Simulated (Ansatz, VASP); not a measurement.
# Ti3W2 in VASP and in Ansatz

```
Ti W
1.0
     2.82699    0.00000    0.00000
    -1.41349    2.44824    0.00000
     0.00000    0.00000   24.25650
Ti W
6 4
Cartesian
  0.0000 1.6322 23.0785
  0.0000 1.6322 8.5136
  0.0000 1.6322 13.3778
  1.4135 0.8161 1.1780
  1.4135 0.8161 10.8787
  1.4135 0.8161 15.7429
  0.0000 1.6322 18.1897
  0.0000 1.6322 3.6383
  1.4135 0.8161 20.6182
  1.4135 0.8161 6.0668
```

Alike in both runs: task single point; functional PBE; k mesh 6 × 6 × 1; occupations gaussian, width 0.1 eV; collinear spin.

|  | VASP | Ansatz |
| --- | --- | --- |
| version | VASP 6.6.1 | Ansatz 0.2.0 |
| potentials or method | VASP PAW PBE potentials, release 64 (Ti_sv, W_sv), cutoff 520 eV | scalar-relativistic, plane waves, PAW |
| valence electrons in the cell | 128 | 128 |

|  | VASP | Ansatz | Ansatz less VASP |
| --- | --- | --- | --- |
| gap on the k mesh at the Fermi level (eV) | none | none | - |
| pressure (GPa) | -0.2 | -0.1 | +0.07 |
| traceless stress, the component that is largest in VASP (GPa) | 0.25 | 0.30 | +0.044 |
| rms of the force components (eV/Å) | 0.019 | 0.013 | -0.0063 |
| net moment per atom (μB) | 0.00 | 0.00 | 0.000 |

Atom by atom the forces differ by 0.007 eV/Å (rms over components). A gap of «none» marks a metal or a gap that the smearing closes. Ansatz's warnings: seeded moment not kept.

The k mesh is coarse, so the values compare programs but aren't converged. Spin-orbit coupling is off throughout.
